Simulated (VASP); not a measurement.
Write the native input for VASP 6.6.1 that does the following.

| Quantity | Value |
| --- | --- |
| Task | relaxation of cell and atoms |
| Functional | LDA |
| Potentials or basis | VASP PAW LDA potentials, release 64 (Mg, O) |
| Cutoff | 600 eV |
| k mesh | 8 × 8 × 8 |
| Occupations | gaussian, width 0.02 eV |
| Spin | no spin polarisation |
| Dipole correction | no |
| Further INCAR settings | ALGO = Normal; EDIFF = 1e-06; IBRION = 2; EDIFFG = -0.002; NSW = 100; ISIF = 3 |

The structure of MgO (vib) lies in POSCAR:

```
MgO
1.0
    0.0000000000      2.0816499858      2.0816499858
    2.0816499858      0.0000000000      2.0816499858
    2.0816499858      2.0816499858      0.0000000000
Mg O
1 1
Direct
    0.0000000000      0.0000000000      0.0000000000
    0.5000000000      0.5000000000      0.5000000000
```

The input as run:

INCAR

```
SYSTEM = MgO
PREC = Accurate
ENCUT = 600
EDIFF = 1E-6
ISMEAR = 0
SIGMA = 0.02
LREAL = .FALSE.
LASPH = .TRUE.
NELM = 80
ALGO = Normal
ISIF = 3
LWAVE = .FALSE.
LCHARG = .FALSE.
IBRION = 2
NSW = 100
EDIFFG = -0.002
```

KPOINTS

```
Automatic mesh
0
G
  8 8 8
  0 0 0
```

Potentials or basis: VASP PAW LDA potentials, release 64 (Mg, O).

Command:

```console
$ cat potpaw_LDA.64/Mg/POTCAR potpaw_LDA.64/O/POTCAR > POTCAR
$ mpirun -np 1 vasp_std > vasp.out
```

It gave:

```
Relaxed volume                         : 8.89 Å³/atom
Relaxed cell                           : a = 2.930 Å, b = 2.930 Å, c = 2.930 Å, α = 60.00°, β = 60.00°, γ = 60.00°
Space group after relaxing (to 0.05 Å) : Fm-3m (No. 225)
Energy gained by relaxing              : 1.0 meV/atom
Ionic steps                            : 3
Pressure after relaxing                : 0.0 GPa
Band gap on the k mesh                 : 5.15 eV, direct
```

It took 4.7 s on 1 thread of Intel(R) Xeon(R) Platinum 8488C (Sapphire Rapids), with other jobs on the host, peak memory 0.14 GiB.
